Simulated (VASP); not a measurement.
A run of VASP 6.6.1:

INCAR

```
SYSTEM = InP
PREC = Accurate
ENCUT = 520
EDIFF = 1E-6
ISMEAR = 0
SIGMA = 0.1
LREAL = Auto
LASPH = .True.
NELM = 80
ALGO = Normal
ISIF = 2
LWAVE = .False.
LCHARG = .False.
LDIPOL = .True.
IDIPOL = 3
DIPOL = 0.5 0.5 0.501
GGA = PE
NBANDS = 166
KPAR = 2
NCORE = 2
```

File KPOINTS:

```
Automatic mesh
0
Gamma
  3 2 1
  0 0 0
```

File POSCAR:

```
InP
1.0
    7.8351968611      0.0000000000      0.0000000000
    0.0000000000     11.0806416648      0.0000000000
    0.0000000000      0.0000000000     21.8763976458
In P
16 16
Direct
    0.2500000000      0.2500000000      0.3656909209
    0.2500000000      0.7500000000      0.3656909209
    0.7500000000      0.2500000000      0.3656909209
    0.7500000000      0.7500000000      0.3656909209
    0.5000000000      0.5000000000      0.4552303070
    0.5000000000      0.0000000000      0.4552303070
    0.0000000000      0.5000000000      0.4552303070
    0.0000000000      0.0000000000      0.4552303070
    0.7500000000      0.7500000000      0.5554585289
    0.7500000000      0.2500000000      0.5554585289
    0.2500000000      0.7500000000      0.5554585289
    0.2500000000      0.2500000000      0.5554585289
    0.0000000000      0.0000000000      0.6295784937
    0.0000000000      0.5000000000      0.6295784937
    0.5000000000      0.0000000000      0.6295784937
    0.5000000000      0.5000000000      0.6295784937
    0.2500000000      0.5000000000      0.3656909209
    0.2500000000      0.0000000000      0.3656909209
    0.7500000000      0.5000000000      0.3656909209
    0.7500000000      0.0000000000      0.3656909209
    0.5000000000      0.7500000000      0.4552303070
    0.5000000000      0.2500000000      0.4552303070
    0.0000000000      0.7500000000      0.4552303070
    0.0000000000      0.2500000000      0.4552303070
    0.7500000000      0.0000000000      0.5476478066
    0.7500000000      0.5000000000      0.5476478066
    0.2500000000      0.0000000000      0.5476478066
    0.2500000000      0.5000000000      0.5476478066
    0.0000000000      0.2500000000      0.6366459443
    0.0000000000      0.7500000000      0.6366459443
    0.5000000000      0.2500000000      0.6366459443
    0.5000000000      0.7500000000      0.6366459443
```

Potentials or basis: VASP PAW PBE potentials, release 64 (In_d, P).

Run with:

```console
$ cat potpaw_PBE.64/In_d/POTCAR potpaw_PBE.64/P/POTCAR > POTCAR
$ mpirun -np 4 vasp_std > vasp.out
```

Hardware: 4 MPI ranks on Intel(R) Xeon(R) Platinum 8259CL CPU @ 2.50GHz (Skylake/Cascade Lake) (shared host).

Task: Estimate the wall time of this run.

Result: It took 31 min on 4 MPI ranks on Intel(R) Xeon(R) Platinum 8259CL CPU @ 2.50GHz (Skylake/Cascade Lake) (shared host), peak memory 1.1 GiB a rank. Counts: scf iterations 34, k points 4.
